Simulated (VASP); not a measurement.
# Lu (Fm-3m) in VASP: a series of runs, part 2 of 2

VASP 6.6.1.

**3. Relaxation of cell and atoms, LDA, target pressure 250 GPa, at which the enthalpy is minimised**

This run uses another cell than the first one, of 10.50 Å³/atom, 0.411 times its volume.

INCAR

```
SYSTEM = Lu
  PREC = Accurate
  ENCUT = 600
  EDIFF = 1E-6
  ISMEAR = -1
  SIGMA = 0.08
  LREAL = .False.
  LASPH = .True.
  NELM = 80
  ALGO = Normal
  ISIF = 3
  LWAVE = .False.
  LCHARG = .False.
  GGA = CA
  IBRION = 2
  NSW = 32
  EDIFFG = -0.005
  PSTRESS = 2500.0
```

KPOINTS

```
Automatic mesh
0
Gamma
  19 19 19
  0 0 0
```

POSCAR

```
Lu
1.0
    0.0000000000      1.7378034988      1.7378034988
    1.7378034988      0.0000000000      1.7378034988
    1.7378034988      1.7378034988      0.0000000000
Lu
1
Direct
    0.0000000000      0.0000000000      0.0000000000
```

Potentials or basis: VASP PAW PBE potentials, release 64 (Lu).

On the command line:

```console
$ cat potpaw_PBE.64/Lu/POTCAR > POTCAR
$ mpirun -np 1 vasp_std > vasp.out
```

OUTCAR:

```text
SYSTEM = Lu
   PREC = Accurate
   ENCUT = 600
   EDIFF = 1E-6
   ISMEAR = -1
   LREAL = .False.
   LASPH = .True.
   NELM = 80
   ISIF = 3
   GGA = CA
   IBRION = 2
   NSW = 32
   EDIFFG = -0.005
   PSTRESS = 2500.0

 ion  position               nearest neighbor table
   1  0.000  0.000  0.000-

  LATTYP: Found a face centered cubic cell.
 ALAT       =     3.4756069976

  Lattice vectors:

 A1 = (   0.0000000000,   1.7378034988,   1.7378034988)
 A2 = (   1.7378034988,   0.0000000000,   1.7378034988)
 A3 = (   1.7378034988,   1.7378034988,   0.0000000000)

Analysis of symmetry for initial positions (statically):
=====================================================================
 Subroutine PRICEL returns:
 Original cell was already a primitive cell.

 Routine SETGRP: Setting up the symmetry group for a
 face centered cubic supercell.

 Subroutine GETGRP returns: Found 48 space group operations
 (whereof 48 operations were pure point group operations)
 out of a pool of 48 trial point group operations.

The static configuration has the point symmetry O_h .

Analysis of symmetry for dynamics (positions and initial velocities):
=====================================================================
 Subroutine PRICEL returns:
 Original cell was already a primitive cell.

 Routine SETGRP: Setting up the symmetry group for a
 face centered cubic supercell.

 Subroutine GETGRP returns: Found 48 space group operations
 (whereof 48 operations were pure point group operations)
 out of a pool of 48 trial point group operations.

The dynamic configuration has the point symmetry O_h .

 Subroutine INISYM returns: Found 48 space group operations
 (whereof 48 operations are pure point group operations),
 and found     1 'primitive' translations

----------------------------------------------------------------------------------------

                                     Primitive cell

[... 127 lines left out ...]

 number of electron      25.0000005 magnetization

 Free energy of the ion-electron system (eV)
  ---------------------------------------------------
  ext. energy  EPLUGINS =         0.00000000
  ---------------------------------------------------
  free energy    TOTEN  =         0.53562317 eV

  energy without entropy =        0.54948687  energy(sigma->0) =        0.54255502

------------------------ aborting loop because EDIFF is reached ----------------------------------------

  FORCE on cell =-STRESS in cart. coord.  units (eV):
  Direction    XX          YY          ZZ          XY          YZ          ZX
  --------------------------------------------------------------------------------------
  -------------------------------------------------------------------------------------
  Total       16.9598258     16.9598258     16.9598258      0.0000000      0.0000000      0.0000000
  in kB     2588.8087751   2588.8087751   2588.8087751      0.0000000      0.0000000      0.0000000
  external PRESSURE =      88.8087751 kB  Pullay stress =    2500.0000000 kB
[... 94 lines left out ...]
  energy  without entropy=        0.3625304904  energy(sigma->0) =        0.35545725

  enthalpy is  TOTEN    =        16.9097962844 eV   P V=       16.5614122762

[... ionic steps 4 to 12 ...]

--------------------------------------- Ionic step       13  -------------------------------------------

 number of electron      25.0000003 magnetization

------------------------ aborting loop because EDIFF is reached ----------------------------------------
[... 69 lines left out ...]
--------------------------------------- Ionic step       15  -------------------------------------------

 number of electron      25.0000003 magnetization

 Free energy of the ion-electron system (eV)
  ---------------------------------------------------
  ext. energy  EPLUGINS =         0.00000000
  ---------------------------------------------------
  free energy    TOTEN  =         0.34071771 eV

  energy without entropy =        0.35487651  energy(sigma->0) =        0.34779711

 E-fermi :   7.2277     XC(G=0): -17.3845

 val. band max:        7.2155734044   @ k =   0.2105   0.1579   0.0526
 cond. band min:       7.2386054263   @ k =  -0.4211   0.1579   0.0000
 fundamental gap:      0.0230320220
 Fermi energy:         7.2276823036

 k-point     1 :       0.0000    0.0000    0.0000
  band No.  band energies     occupation
      1     -50.0503      2.00000
      2     -16.4532      2.00000
      3     -16.4532      2.00000
      4     -16.4532      2.00000
      5       1.0347      2.00000
      6       1.2332      2.00000
[... 433 lines left out ...]
      3     -17.3651      2.00000
      4     -16.9472      2.00000
      5       1.1288      2.00000
      6       1.5215      2.00000
[... 8 lines left out ...]
     15      10.9795      0.00000
     16      15.8094      0.00000

 [... further k-points ...]

------------------------ aborting loop because EDIFF is reached ----------------------------------------

  FORCE on cell =-STRESS in cart. coord.  units (eV):
  Direction    XX          YY          ZZ          XY          YZ          ZX
  --------------------------------------------------------------------------------------
  -------------------------------------------------------------------------------------
  Total       16.5641403     16.5641403     16.5641403     -0.0000000     -0.0000000      0.0000000
  in kB     2499.2559384   2499.2559384   2499.2559384     -0.0000000     -0.0000000      0.0000000
  external PRESSURE =      -0.7440616 kB  Pullay stress =    2500.0000000 kB
[... 20 lines left out ...]
  energy  without entropy=        0.3548765093  energy(sigma->0) =        0.34779711

  enthalpy is  TOTEN    =        16.9097894138 eV   P V=       16.5690716996

 reached required accuracy - stopping structural energy minimisation
```

OSZICAR:

```text
N       E                     dE             d eps       ncg     rms          rms(c)
DAV:   1     0.582899886862E+02    0.58290E+02   -0.10971E+04  8624   0.570E+03
DAV:   2     0.271284296220E+01   -0.55577E+02   -0.54497E+02  7344   0.351E+02
DAV:   3    -0.301732122089E-01   -0.27430E+01   -0.27232E+01  7928   0.656E+01
DAV:   4    -0.117774190285E+00   -0.87601E-01   -0.87528E-01  9328   0.934E+00
[... 133 lines left out ...]
DAV:   4     0.340769432877E+00   -0.21436E-04   -0.33529E-05 11216   0.435E-02    0.246E-02
DAV:   5     0.340719802693E+00   -0.49630E-04   -0.11322E-04 12632   0.998E-02    0.216E-03
DAV:   6     0.340718751328E+00   -0.10514E-05   -0.51030E-06  6496   0.138E-02    0.391E-03
DAV:   7     0.340717738644E+00   -0.10127E-05   -0.28862E-06  7816   0.178E-02    0.280E-04
DAV:   8     0.340717714231E+00   -0.24414E-07   -0.32313E-07  3816   0.477E-03
  15 F= 0.16909789E+02 E0= 0.16916869E+02  d E =-.902697E-05
```

Wall time 5 min (1 thread of Intel Xeon Platinum 8488C (Sapphire Rapids), shared host); peak memory 0.2 GiB.

Results:

```yaml
Free_energy: 0.3407 eV
Relaxed_volume: 10.62 Å³/atom
Relaxed_cell: a = 2.467 Å, b = 2.467 Å, c = 2.467 Å, α = 60.00°, β = 60.00°, γ = 60.00°
Space_group_after_relaxing_to_0.05_Å: Fm-3m (No. 225)
Energy_change_on_relaxing_the_enthalpy_is_what_falls: -194.9 meV/atom
Ionic_steps: 15
Pressure_after_relaxing: 249.9 GPa
```

Step by step:
| step | energy change (eV) | largest force (eV/Å) | pressure (GPa) | volume (Å³) |
| --- | --- | --- | --- | --- |
| 1 | 0.0000 | 0.0000 | 258.88 | 10.50 |
| 2 | -1.2821 | 0.0000 | 196.41 | 11.41 |
| 3 | -0.1872 | 0.0000 | 250.38 | 10.61 |
| 4 | -0.1952 | 0.0000 | 250.36 | 10.62 |
| 5 | -0.3088 | 0.0000 | 244.90 | 10.69 |
| 6 | -0.2026 | 0.0000 | 248.83 | 10.62 |
| 7 | -0.0460 | 0.0000 | 257.51 | 10.52 |
| 8 | -0.1866 | 0.0000 | 249.42 | 10.61 |
| 9 | -0.1766 | 0.0000 | 250.49 | 10.61 |
| 10 | -0.1812 | 0.0000 | 250.89 | 10.61 |
| 11 | -0.1845 | 0.0000 | 250.78 | 10.61 |
| 12 | -0.1857 | 0.0000 | 250.82 | 10.61 |
| 13 | -0.1862 | 0.0000 | 250.22 | 10.61 |
| 14 | -0.2098 | 0.0000 | 249.39 | 10.63 |
| 15 | -0.1949 | 0.0000 | 249.93 | 10.62 |

Final structure:
```
Lu
1.0
     0.00000    1.74453    1.74453
     1.74453    0.00000    1.74453
     1.74453    1.74453    0.00000
Lu
1
Direct
  0.00000 0.00000 0.00000
```

Caveat: the cell is relaxed towards a set pressure, so the enthalpy falls and the energy may rise; the PAW data sets were made with another functional, which shifts forces and pressure a little; spin-orbit coupling is left out, which moves the levels of the heavy elements.

**4. Relaxation of cell and atoms, LDA, target pressure 250 GPa, at which the enthalpy is minimised**

This run uses another cell than the first one, of 10.53 Å³/atom, 0.412 times its volume.

INCAR

```
SYSTEM = Lu
PREC     = Accurate       ! precision mode
ENCUT    = 600            ! plane-wave cutoff, eV
EDIFF    = 1E-7           ! SCF threshold, eV
ISMEAR   = -1             ! smearing method
SIGMA    = 0.08           ! smearing width, eV
LREAL    = .FALSE.        ! projectors in reciprocal space
LASPH    = .TRUE.         ! aspherical terms in the spheres
NELM     = 60             ! most SCF steps
ALGO     = Normal         ! electronic algorithm
ISIF     = 3              ! what is computed and relaxed
LWAVE    = .FALSE.        ! write WAVECAR
LCHARG   = .FALSE.        ! write CHGCAR
GGA      = CA             ! functional
IBRION   = 2              ! ionic algorithm
NSW      = 60             ! ionic steps
EDIFFG   = -0.005         ! ionic threshold
PSTRESS  = 2500.0
```

KPOINTS

```
Automatic mesh
0
G
  19 19 19
  0 0 0
```

POSCAR

```
Lu
1.0
    0.0000000000      1.7397819490      1.7397819490
    1.7397819490      0.0000000000      1.7397819490
    1.7397819490      1.7397819490      0.0000000000
Lu
1
Direct
    0.0000000000      0.0000000000      0.0000000000
```

On the command line:

```console
$ cat potpaw_PBE.64/Lu/POTCAR > POTCAR
$ mpirun -np 1 vasp_std > vasp.out
```

Run time: 3.2 min. Hardware: 1 thread of Intel Xeon Platinum 8488C (Sapphire Rapids), shared host; peak memory 0.18 GiB.

Results (log left out):

| Property | Result |
| --- | --- |
| Free energy | 0.3386 eV |
| Relaxed volume | 10.62 Å³/atom |
| Relaxed cell | a = 2.467 Å, b = 2.467 Å, c = 2.467 Å, α = 60.00°, β = 60.00°, γ = 60.00° |
| Space group after relaxing (to 0.05 Å) | Fm-3m (No. 225) |
| Energy change on relaxing (the enthalpy is what falls) | -139.1 meV/atom |
| Ionic steps | 8 |
| Pressure after relaxing | 250.0 GPa |

The path:
```
step  energy change (eV)  largest force (eV/Å)  pressure (GPa)  volume (Å³)
   1              0.0000                0.0000          257.22        10.53
   2             -1.0586                0.0000          204.33        11.27
   3             -0.1410                0.0000          249.79        10.62
   4             -0.1371                0.0000          249.82        10.62
   5             -0.1043                0.0000          251.47        10.60
   6             -0.1335                0.0000          250.39        10.62
   7             -0.1363                0.0000          250.20        10.62
   8             -0.1391                0.0000          250.05        10.62
```

Final structure:
```
CELL_PARAMETERS angstrom
0.00000 1.74461 1.74461
1.74461 0.00000 1.74461
1.74461 1.74461 0.00000
ATOMIC_POSITIONS crystal
Lu 0.00000 0.00000 0.00000
```

Levels at points of the mesh, in eV from the Fermi level:
```csv
k point,band 8,band 9,band 10,band 11,band 12,band 13,band 14,band 15,band 16
"(0.00, 0.00, 0.00)",-5.57,-5.57,-4.81,-4.81,-4.81,2.17,2.17,2.17,9.24
```

Caveat: the cell is relaxed towards a set pressure, so the enthalpy falls and the energy may rise; the PAW data sets were made with another functional, which shifts forces and pressure a little; spin-orbit coupling is left out, which moves the levels of the heavy elements.

**5. Overview**

| task | cell | k mesh | cutoff (eV) | gap on the mesh (eV) | pressure (GPa) |
| --- | --- | --- | --- | --- | --- |
| single point | a = 3.307 Å, angles 60.0°, 1 atom | 15 × 15 × 15 | 520 | none | 0.2 |
| relaxation of cell and atoms | relaxed to 250 GPa from a = 2.458 Å, angles 60.0°, 1 atom | 19 × 19 × 19 | 600 | none | 249.9 |
| relaxation of cell and atoms | relaxed to 250 GPa from a = 2.460 Å, angles 60.0°, 1 atom | 19 × 19 × 19 | 600 | none | 250.0 |

Alike in all rows: level LDA; potentials or basis VASP PAW PBE potentials, release 64 (Lu); no spin polarisation; smearing fermi-dirac 0.08 eV.

Caveats: the PAW data sets were made with another functional, which shifts forces and pressure a little; spin-orbit coupling is left out, which moves the levels of the heavy elements; the cell is relaxed towards a set pressure, so the enthalpy falls and the energy may rise (some runs).

Absolute energies hang on the potentials; compare differences alone.
